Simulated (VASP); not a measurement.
Here is a VASP 6.6.1 calculation.

Contents of INCAR:

```
SYSTEM = TiB2
PREC = Accurate
ENCUT = 520
EDIFF = 1E-8
ISMEAR = -1
SIGMA = 0.03
LREAL = .False.
LASPH = .True.
NELM = 60
ALGO = Normal
ISIF = 2
LWAVE = .False.
LCHARG = .False.
GGA = PS
LEFG = .True.
NBANDS = 16
```

File KPOINTS:

```
regular mesh
0
Gamma
  14 14 11
  0 0 0
```

The input POSCAR:

```
TiB2
1.0
    2.9673604788      0.0000000000      0.0000000000
   -1.4836802394      2.5698095569      0.0000000000
    0.0000000000      0.0000000000      3.1624957934
Ti B
1 2
Direct
    0.0000000000      0.0000000000      0.0000000000
    0.3333333333      0.6666666667      0.5000000000
    0.6666666667      0.3333333333      0.5000000000
```

Potentials or basis: VASP PAW PBE potentials, release 64 (Ti_sv, B).

Run with:

```console
$ cat potpaw_PBE.64/Ti_sv/POTCAR potpaw_PBE.64/B/POTCAR > POTCAR
$ mpirun -np 1 vasp_std > vasp.out
```

Q: Estimate the pressure.

A: 12.5 GPa.

Q: Predict the band gap on the k mesh.

A: Zero (band 9 reaches 11.12 eV, above the bottom of band 10 at 10.43 eV).

Stress tensor (GPa, compression positive):
```
14.80  0.00  0.00
 0.00 14.80  0.00
 0.00  0.00  7.88
```

Caveat: without QUAD_EFG the Cq values of the log hold for a quadrupole moment of 1 mb, not for the nuclei; the PAW data sets were made with another functional, which shifts forces and pressure a little.
